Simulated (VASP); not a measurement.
Input of a VASP 6.6.1 run:

File INCAR:

```
SYSTEM = Sb
  PREC = Accurate
  ENCUT = 600
  EDIFF = 1E-7
  ISMEAR = -1
  SIGMA = 0.1
  LREAL = .FALSE.
  LASPH = .TRUE.
  NELM = 80
  ALGO = Normal
  ISIF = 3
  LWAVE = .FALSE.
  LCHARG = .FALSE.
  GGA = PE
  IBRION = 2
  NSW = 60
  EDIFFG = -0.005
```

File KPOINTS:

```
regular mesh
0
G
  7 7 9
  0 0 0
```

File POSCAR:

```
Sb
1.0
    5.3883068740      0.0000000000      0.0000000000
   -2.6941534370      4.6664106362      0.0000000000
    0.0000000000      0.0000000000      3.3407502618
Sb
3
Direct
    0.0000000000      0.0000000000      0.0000000000
    0.3333333333      0.6666666667      0.5000000000
    0.6666666667      0.3333333333      0.5000000000
```

Potentials or basis: VASP PAW PBE potentials, release 64 (Sb).

The run is started by

```bash
$ cat potpaw_PBE.64/Sb/POTCAR > POTCAR
$ mpirun -np 1 vasp_std > vasp.out
```

Task: What does it give for the space group after relaxing (to 0.05 Å)?

Result: P6/mmm (No. 191).

Task: Predict the relaxed volume.

Result: 27.56 Å³/atom.

Step by step:
```tsv
step	energy change (eV)	largest force (eV/Å)	pressure (GPa)	volume (Å³)
1	0.0000	0.0000	-0.97	84.00
2	-0.0138	0.0000	0.43	81.96
3	-0.0141	0.0000	0.63	81.71
4	-0.0226	0.0000	0.38	82.11
5	-0.0239	0.0000	0.17	82.51
6	-0.0248	0.0000	0.26	82.34
7	-0.0249	0.0000	0.24	82.36
8	-0.0250	0.0000	-0.16	82.90
9	-0.0251	0.0000	0.02	82.66
10	-0.0251	0.0000	0.02	82.67
11	-0.0251	0.0000	0.00	82.69
```
